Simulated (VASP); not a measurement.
# MgB2 (P6/mmm) in VASP: settings compared

Aim: see how the results for MgB2 move with the level of theory and the settings. Levels: revPBE, RPBE+D4. Tasks: single point, relaxation of shape and atoms at fixed volume.

Everything below comes from runs of VASP 6.6.1. Logs are shortened: lines on timing, memory, paths and dates and some standing lists are left out, and cuts for length are marked.

## 1. The cell of the first run

Symmetry: P6/mmm, No. 191, hexagonal system. The conventional cell has a = 3.099 Å, b = 3.099 Å, c = 3.527 Å, α = 90.00°, β = 90.00°, γ = 120.00°. Mg (site symmetry 6/mmm) has 12 B at 2.51 Å and 6 Mg at 3.10 Å within 3.3 Å. Within 2.4 Å of B (site symmetry -6m2) lie 3 B at 1.79 Å.

## 2. Single point, revPBE

INCAR

```
PREC     = Accurate       # precision mode
ENCUT    = 520            # plane-wave cutoff, eV
EDIFF    = 1E-7           # SCF threshold, eV
ISMEAR   = 0              # smearing method
SIGMA    = 0.05           # smearing width, eV
LREAL    = F              # projectors in reciprocal space
LASPH    = T              # aspherical terms in the spheres
NELM     = 60             # most SCF steps
ALGO     = Normal         # electronic algorithm
ISIF     = 2              # what is computed and relaxed
LWAVE    = F              # write WAVECAR
LCHARG   = F              # write CHGCAR
GGA      = RE             # functional
NBANDS   = 11             # bands
```

KPOINTS

```
regular mesh
0
Gamma
  8 8 6
```

POSCAR

```
MgB2
1.0
    3.0994411601      0.0000000000      0.0000000000
   -1.5497205800      2.6841947821      0.0000000000
    0.0000000000      0.0000000000      3.5267083068
Mg B
1 2
Direct
    0.0000000000      0.0000000000      0.0000000000
    0.3333333333      0.6666666667      0.5000000000
    0.6666666667      0.3333333333      0.5000000000
```

Potentials or basis: VASP PAW PBE potentials, release 64 (Mg, B).

On the command line:

```bash
$ cat potpaw_PBE.64/Mg/POTCAR potpaw_PBE.64/B/POTCAR > POTCAR
$ mpirun -np 1 vasp_std > vasp.out
```

OUTCAR:

```text
PREC = Accurate
   ENCUT = 520
   EDIFF = 1E-7
   ISMEAR = 0
   LREAL = F
   LASPH = T
   NELM = 60
   ISIF = 2
   GGA = RE

 ion  position               nearest neighbor table
   1  0.000  0.000  0.000-   2 2.51   3 2.51   2 2.51   3 2.51   2 2.51   2 2.51   3 2.51   3 2.51
                             3 2.51   3 2.51   2 2.51   2 2.51
   2  0.333  0.667  0.500-   3 1.79   3 1.79   3 1.79   1 2.51   1 2.51   1 2.51   1 2.51   1 2.51
                             1 2.51
   3  0.667  0.333  0.500-   2 1.79   2 1.79   2 1.79   1 2.51   1 2.51   1 2.51   1 2.51   1 2.51
                             1 2.51

  LATTYP: Found a hexagonal cell.
 ALAT       =     3.0994411601
 C/A-ratio  =     1.1378529627

  Lattice vectors:

 A1 = (   3.0994411601,   0.0000000000,   0.0000000000)
 A2 = (  -1.5497205800,   2.6841947821,   0.0000000000)
 A3 = (   0.0000000000,   0.0000000000,   3.5267083068)

Analysis of symmetry for initial positions (statically):
=====================================================================
 Subroutine PRICEL returns:
 Original cell was already a primitive cell.

 Routine SETGRP: Setting up the symmetry group for a
 hexagonal supercell.

 Subroutine GETGRP returns: Found 24 space group operations
 (whereof 24 operations were pure point group operations)
 out of a pool of 24 trial point group operations.

The static configuration has the point symmetry D_6h.

Analysis of symmetry for dynamics (positions and initial velocities):
=====================================================================
 Subroutine PRICEL returns:
 Original cell was already a primitive cell.

 Routine SETGRP: Setting up the symmetry group for a
 hexagonal supercell.

 Subroutine GETGRP returns: Found 24 space group operations
 (whereof 24 operations were pure point group operations)
 out of a pool of 24 trial point group operations.

The dynamic configuration has the point symmetry D_6h.

 Subroutine INISYM returns: Found 24 space group operations
 (whereof 24 operations are pure point group operations),
 and found     1 'primitive' translations

----------------------------------------------------------------------------------------

                                     Primitive cell

  volume of cell :      29.3405

  direct lattice vectors                    reciprocal lattice vectors
     3.099441160  0.000000000  0.000000000     0.322638808  0.186275602  0.000000000
    -1.549720580  2.684194782  0.000000000     0.000000000  0.372551205  0.000000000
     0.000000000  0.000000000  3.526708307     0.000000000  0.000000000  0.283550527
[... 98 lines left out ...]
   NUPDOWN=      -1.0000    fix difference up-down
   EMIN   =  10.00;   EMAX   =-10.00  energy-range for DOS
   EFERMI =   0.00;   METHOD = LEGACY
   ISMEAR =     0;   SIGMA  =   0.05  broadening in eV -4-tet -1-fermi 0-gaus
   EFERMI_NEDOS =   21; number of points for ismear=-14 and -15
   IALGO  =     38    algorithm
   IMIX   =      4    mixing-type and parameters
     AMIX     =   0.40;   BMIX     =  1.00
     AMIX_MAG =   1.60;   BMIX_MAG =  1.00
  volume/ion in A,a.u.               =       9.78        66.00
  Fermi-wavevector in a.u.,A,eV,Ry     =   1.061571  2.006079 15.332863  1.126934
  Thomas-Fermi vector in A             =   2.196992
   LORBIT       =      0    0 simple, 1 ext, 2 COOP (PROOUT), +10 PAW based schemes
   GGA     = RE    functional components
   LHFCALC =     F    Hartree Fock is set to
   AEXX    =    0.0000 exact exchange contribution
   IVDW    =     0    specifies the selected vdW correction
   LEPSILON=     F    determine dielectric tensor
   LRPA    =     F    only Hartree local field effects (RPA)
 non-spin polarized calculation
 Gauss-broadening in eV      SIGMA  =   0.05
  energy-cutoff  :      520.00
  volume of cell :       29.34
 maximum number of plane-waves:       806
 NGX is ok and might be reduce to    24
   NGX = 11   NGY = 11   NGZ = 13

 number of electron       8.0000000 magnetization

 Free energy of the ion-electron system (eV)
  ---------------------------------------------------
  ext. energy  EPLUGINS =         0.00000000
  ---------------------------------------------------
  free energy    TOTEN  =       -14.67090326 eV

  energy without entropy =      -14.66839616  energy(sigma->0) =      -14.66964971

 E-fermi :   5.3021     XC(G=0): -10.8064

 val. band max:        5.1942438382   @ k =   0.2500   0.2500   0.5000
 cond. band min:       5.3073807429   @ k =   0.1250   0.0000   0.3333
 fundamental gap:      0.1131369046
 Fermi energy:         5.3021455010

 k-point     1 :       0.0000    0.0000    0.0000
  band No.  band energies     occupation
      1      -7.1109      2.00000
      2       2.3978      2.00000
      3       5.6195      0.00000
      4       5.6195      0.00000
      5       6.9802      0.00000
      6      11.5023      0.00000
      7      11.5023      0.00000
      8      13.1394      0.00000
      9      15.1511      0.00000
     10      17.8332      0.00000
     11      21.3974      0.00000
[... 309 lines left out ...]
 k-point    24 :       0.3750    0.0000    0.3333
  band No.  band energies     occupation
      1      -4.0219      2.00000
      2      -0.0858      2.00000
      3       1.3809      2.00000
      4       3.5811      2.00000
      5       6.3874      0.00000
      6      10.5961      0.00000
      7      14.5372      0.00000
      8      14.9864      0.00000
      9      15.5295      0.00000
     10      18.2108      0.00000
     11      18.6240      0.00000

 [... further k-points ...]

------------------------ aborting loop because EDIFF is reached ----------------------------------------

  FORCE on cell =-STRESS in cart. coord.  units (eV):
  Direction    XX          YY          ZZ          XY          YZ          ZX
  --------------------------------------------------------------------------------------
  -------------------------------------------------------------------------------------
  Total       -0.0450819     -0.0450819     -0.0649443     -0.0000000      0.0000000      0.0000000
  in kB       -2.4617617     -2.4617617     -3.5463747     -0.0000000      0.0000000      0.0000000
  external PRESSURE =      -2.8232994 kB  Pullay stress =       0.0000000 kB

 VOLUME and BASIS-vectors are now :
 -----------------------------------------------------------------------------
  energy-cutoff  :      520.00
  volume of cell :       29.34
      direct lattice vectors                 reciprocal lattice vectors
     3.099441160  0.000000000  0.000000000     0.322638808  0.186275602  0.000000000
    -1.549720580  2.684194782  0.000000000     0.000000000  0.372551205  0.000000000
     0.000000000  0.000000000  3.526708307     0.000000000  0.000000000  0.283550527

 POSITION                                       TOTAL-FORCE (eV/Angst)
 -----------------------------------------------------------------------------------
      0.00000      0.00000      0.00000        -0.000000      0.000000      0.000000
     -0.00000      1.78946      1.76335         0.000000      0.000000      0.000000
      1.54972      0.89473      1.76335        -0.000000     -0.000000      0.000000
 -----------------------------------------------------------------------------------
    total drift:                                0.000000     -0.000000      0.000000

  FREE ENERGIE OF THE ION-ELECTRON SYSTEM (eV)
  ---------------------------------------------------
  free  energy   TOTEN  =       -14.6709032639 eV

  energy  without entropy=      -14.6683961559  energy(sigma->0) =      -14.66964971
```

stdout:

```text
POSCAR found type information on POSCAR MgB
 POSCAR found :  2 types and       3 ions
 scaLAPACK will be used
 -----------------------------------------------------------------------------
|                                                                             |
|                                                                             |
|     You enforced a specific xc type in the INCAR file but a different       |
|     I HOPE YOU KNOW WHAT YOU ARE DOING!                                     |
|                                                                             |
 -----------------------------------------------------------------------------

 LDA part: xc-table for (Slater+PW92), standard interpolation
 POSCAR, INCAR and KPOINTS ok, starting setup
 FFT: planning ... GRIDC
 FFT: planning ... GRID_SOFT
 FFT: planning ... GRID
 WAVECAR not read
 entering main loop
```

Wall time 14 s (1 thread of Intel Xeon Platinum 8259CL at 2.50GHz (Skylake/Cascade Lake), shared host); peak memory 0.14 GiB.

What came out:

```
Free energy            : -14.6709 eV
Pressure               : -0.3 GPa
Band gap on the k mesh : zero (band 4 reaches 6.40 eV, above the bottom of band 5 at 3.84 eV)
```

Caveat: the PAW data sets were made with another functional, which shifts forces and pressure a little.

## 3. Relaxation of shape and atoms at fixed volume, RPBE+D4

This run uses another cell than the first one, of 9.23 Å³/atom, 0.943 times its volume.

INCAR

```
PREC     = Accurate       # precision mode
ENCUT    = 600            # plane-wave cutoff, eV
EDIFF    = 1E-6           # SCF threshold, eV
ISMEAR   = 0              # smearing method
SIGMA    = 0.05           # smearing width, eV
LREAL    = F              # projectors in reciprocal space
LASPH    = T              # aspherical terms in the spheres
NELM     = 100            # most SCF steps
ALGO     = Normal         # electronic algorithm
ISIF     = 4              # what is computed and relaxed
LWAVE    = F              # write WAVECAR
LCHARG   = F              # write CHGCAR
GGA      = RP             # functional
IVDW     = 13             # dispersion correction
IBRION   = 2              # ionic algorithm
NSW      = 60             # ionic steps
EDIFFG   = -0.01          # ionic threshold
```

KPOINTS is that of step 2.

POSCAR

```
MgB2
1.0
    3.0557650220      0.0000000000      0.0000000000
   -1.5278825110      2.6463701370      0.0000000000
    0.0000000000      0.0000000000      3.4223158205
Mg B
1 2
Direct
    0.0000000000      0.0000000000      0.0000000000
    0.3333333333      0.6666666667      0.5000000000
    0.6666666667      0.3333333333      0.5000000000
```

Potentials or basis: VASP PAW PBE potentials, release 64 (Mg, B).

On the command line:

```bash
$ cat potpaw_PBE.64/Mg/POTCAR potpaw_PBE.64/B/POTCAR > POTCAR
$ mpirun -np 1 vasp_std > vasp.out
```

It took 8.6 s on 1 thread of Intel Xeon 6975P-C, shared host; peak memory 0.15 GiB.

Results (log left out):

```
Free energy                : -15.9445 eV
Pressure after relaxing    : -0.4 GPa
Band gap on the k mesh     : zero (band 4 reaches 6.95 eV, above the bottom of band 5 at 4.17 eV)
Dispersion energy per atom : -0.495 eV
```

Final structure:
```
Mg B
1.0
     3.05577    0.00000    0.00000
    -1.52788    2.64637    0.00000
     0.00000    0.00000    3.42232
Mg B
1 2
Direct
  0.00000 0.00000 0.00000
  0.33333 0.66667 0.50000
  0.66667 0.33333 0.50000
```

Levels at points of the mesh, in eV from the Fermi level:
```
           k point  band 1  band 2  band 3  band 4  band 5  band 6  band 7  band 8
(0.00, 0.00, 0.00)  -12.75   -2.84    0.29    0.29    2.10    6.30    6.30    8.21
(0.50, 0.00, 0.00)   -8.79   -8.08   -2.31    0.31    3.30    3.81    5.82    7.81
(0.00, 0.00, 0.50)  -11.36   -7.60    0.73    0.73    6.64    6.64    8.02   10.25
(0.50, 0.00, 0.50)   -7.71   -7.09   -3.72   -1.98   -1.34    5.83    9.12    9.21
```

Caveat: the relaxation stopped at its first step, so nothing moved; the PAW data sets were made with another functional, which shifts forces and pressure a little; pairwise dispersion overbinds metals, which lowers pressure and volume.
